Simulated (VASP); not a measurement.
Set up this calculation in VASP 6.6.1, as the native input.

| Item | Value |
| --- | --- |
| Task | single point |
| Functional | PBE |
| Potentials or basis | VASP PAW PBE potentials, release 64 (W_sv, C) |
| Cutoff | 520 eV |
| k mesh | 6 × 6 × 6 |
| Occupations | gaussian, width 0.1 eV |
| Spin | no spin polarisation |
| Dipole correction | no |
| Further INCAR settings | ALGO = Normal; EDIFF = 1e-06; NBANDS = 23 |

The structure of WC4 lies in POSCAR:

```
WC4
1.0
   -2.4098110957      2.4098110957      2.4098110957
    2.4098110957     -2.4098110957      2.4098110957
    2.4098110957      2.4098110957     -2.4098110957
W C
1 4
Direct
    0.0000000000      0.0000000000      0.0000000000
    0.0000000000      0.0000000000      0.5000000000
    0.5000000000      0.0000000000      0.0000000000
    0.5000000000      0.5000000000      0.5000000000
    0.0000000000      0.5000000000      0.0000000000
```

The input as run:

INCAR

```
SYSTEM = WC4
  PREC = Accurate
  ENCUT = 520
  EDIFF = 1E-6
  ISMEAR = 0
  SIGMA = 0.1
  LREAL = .False.
  LASPH = .True.
  NELM = 100
  ALGO = Normal
  ISIF = 2
  LWAVE = .False.
  LCHARG = .True.
  GGA = PE
  LELF = .True.
  LVHAR = .True.
  NBANDS = 23
```

KPOINTS

```
regular mesh
0
Gamma
  6 6 6
  0 0 0
```

Potentials or basis: VASP PAW PBE potentials, release 64 (W_sv, C).

The run is started by

```sh
$ cat potpaw_PBE.64/W_sv/POTCAR potpaw_PBE.64/C/POTCAR > POTCAR
$ mpirun -np 1 vasp_std > vasp.out
```

It gave:

```yaml
Pressure: 0.0 GPa
Band_gap_on_the_k_mesh: zero (band 15 reaches 7.86 eV, above the bottom of band 16 at 4.97 eV)
```

Caveat: spin-orbit coupling is left out, which moves the levels of the heavy elements.

Run time: 14 s on 1 thread of AMD EPYC 7R13 Processor (Zen 3), on a shared host, peak memory 0.15 GiB.
